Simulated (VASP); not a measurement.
Ti, 1 atom in the cell. Symmetry: I4/mmm, No. 139, tetragonal system. Conventional cell: a = 3.282 Å, b = 3.282 Å, c = 3.315 Å, α = 90.00°, β = 90.00°, γ = 90.00°. Ti (site symmetry 4/mmm) has 14 Ti at 2.85 to 3.31 Å within 3.8 Å. This isn't the form of Ti at room conditions, which is hcp. This cell differs from its parent crystal: zz strain of +1 %.

- Program: VASP 6.6.1
- Task: single point
- Functional: PBEsol
- Potentials or basis: VASP PAW PBE potentials, release 64 (Ti_sv)
- Cutoff: 520 eV
- k mesh: 14 × 14 × 14
- Occupations: fermi-dirac, width 0.05 eV
- Spin: no spin polarisation
- Dipole correction: no
- Further INCAR settings: ALGO = Normal; EDIFF = 1e-07; NBANDS = 12

Potentials or basis: VASP PAW PBE potentials, release 64 (Ti_sv).

Command:

```bash
$ cat potpaw_PBE.64/Ti_sv/POTCAR > POTCAR
$ mpirun -np 1 vasp_std > vasp.out
```

Hardware: 1 thread of Intel Xeon 8259CL (shared host).

Problem. Estimate the wall time of this run.

Solution. It took 65 s on 1 thread of Intel Xeon 8259CL (shared host), peak memory 0.17 GiB. Counts: scf iterations 15, k points 244.
